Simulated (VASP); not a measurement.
Runs of VASP 6.6.1 on Ta2H. The structure is that of space group C222 (No. 21), or close to it. The cells are those of the table. 

| cell | gap on the mesh (eV) | pressure (GPa) | largest force (eV/Å) |
| --- | --- | --- | --- |
| a = 2.829, b = 2.829, c = 4.594 Å, angles 90.0, 90.0, 108.1°, 3 atoms | none | 22.2 | 0.11 |
| a = 3.001, b = 3.001, c = 4.875 Å, angles 90.0, 90.0, 108.1°, 3 atoms | none | -16.7 | (c) |
| a = 2.930, b = 2.930, c = 4.759 Å, angles 90.0, 90.0, 108.1°, 3 atoms | none | -4.1 | 0.04 |
| a = 2.978, b = 2.978, c = 4.837 Å, angles 90.0, 90.0, 108.1°, 3 atoms | none | -13.0 | (b) |
| a = 2.954, b = 2.954, c = 4.798 Å, angles 90.0, 90.0, 108.1°, 3 atoms | none | -8.8 | 0.07 |
| a = 3.024, b = 3.024, c = 4.912 Å, angles 90.0, 90.0, 108.1°, 3 atoms | none | (d) | 0.15 |
| a = 2.880, b = 2.880, c = 4.678 Å, angles 90.0, 90.0, 108.1°, 3 atoms | none | 7.3 | 0.04 |
| a = 2.855, b = 2.855, c = 4.637 Å, angles 90.0, 90.0, 108.1°, 3 atoms | none | 14.3 | (a) |

Alike in all rows: task single point; level PBEsol; potentials or basis VASP PAW PBE potentials, release 64 (Ta_pv, H); no spin polarisation; k mesh 10 × 10 × 6; cutoff (eV) 520; smearing methfessel-paxton 0.15 eV.

Q: Fill in the values left out.

A: (a) 0.08; (b) 0.10; (c) 0.13; (d) -19.9.

Caveats: the PAW data sets were made with another functional, which shifts forces and pressure a little; spin-orbit coupling is left out, which moves the levels of the heavy elements.

A k mesh can miss the band edges, and the runs leave out spin-orbit coupling on Ta.

A gap of «none» marks levels without a gap at the run's occupations.
